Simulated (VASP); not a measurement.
A run of VASP 6.6.1 is set up as follows.

INCAR

```
SYSTEM = VSi3O8
PREC = Accurate
ENCUT = 520
EDIFF = 1E-6
ISMEAR = -1
SIGMA = 0.01
LREAL = .FALSE.
LASPH = .TRUE.
NELM = 100
ALGO = Normal
ISIF = 2
LWAVE = .FALSE.
LCHARG = .FALSE.
GGA = PE
NBANDS = 48
```

The input KPOINTS:

```
Automatic mesh
0
G
  3 3 2
  0 0 0
```

The input POSCAR:

```
VSi3O8
1.0
    4.1797000000      0.0000000000      0.0000000000
    0.0000000000      4.1797000000      0.0000000000
    0.0000000000      0.0000000000      5.3338000000
Si V O
3 1 8
Direct
    0.9950299200      0.0027842700      0.0069848000
    0.0131300500      0.9955671800      0.5022456600
    0.5115664200      0.5091140600      0.2415922600
    0.5090055100      0.4890508100      0.7361962500
    0.3104515200      0.3042643500      0.9990378700
    0.3308373000      0.2975008000      0.5156473900
    0.1868292800      0.7976141600      0.2469264900
    0.1830927500      0.7987977400      0.7529372300
    0.7018990500      0.7017091500      0.0003857000
    0.7124729100      0.6775073000      0.4940049000
    0.8076988200      0.1941476100      0.2426696900
    0.8026974700      0.1917512400      0.7435220300
```

Potentials or basis: VASP PAW PBE potentials, release 64 (Si, V_sv, O).

The run is started by

```sh
$ cat potpaw_PBE.64/Si/POTCAR potpaw_PBE.64/V_sv/POTCAR potpaw_PBE.64/O/POTCAR > POTCAR
$ mpirun -np 1 vasp_std > vasp.out
```

Question: Predict the largest force.

Answer: 10.719 eV/Å.

Question: Estimate the pressure.

Answer: 41.7 GPa.

Forces in eV/Å, atoms in the order of the input:
```
Si   0.758 -0.464 -1.779
Si  -0.685 -0.238 -0.159
Si  -0.308 -0.469 -0.551
V    0.896  3.777  6.763
O   -1.830 -1.790  2.353
O   -5.518 -4.326 -8.107
O    1.348  0.029  0.982
O   -0.533  1.607 -0.192
O    0.813  1.209  1.656
O    1.395  3.186 -3.191
O    0.181  0.299  1.668
O    3.484 -2.821  0.557
```

Caveat: the k points lie up to 0.59 Å⁻¹ apart; an odd number of electrons without spin polarisation forces a metal; a magnetic or distorted state may lie lower; the run has no spin polarisation, though such a crystal can be magnetic.
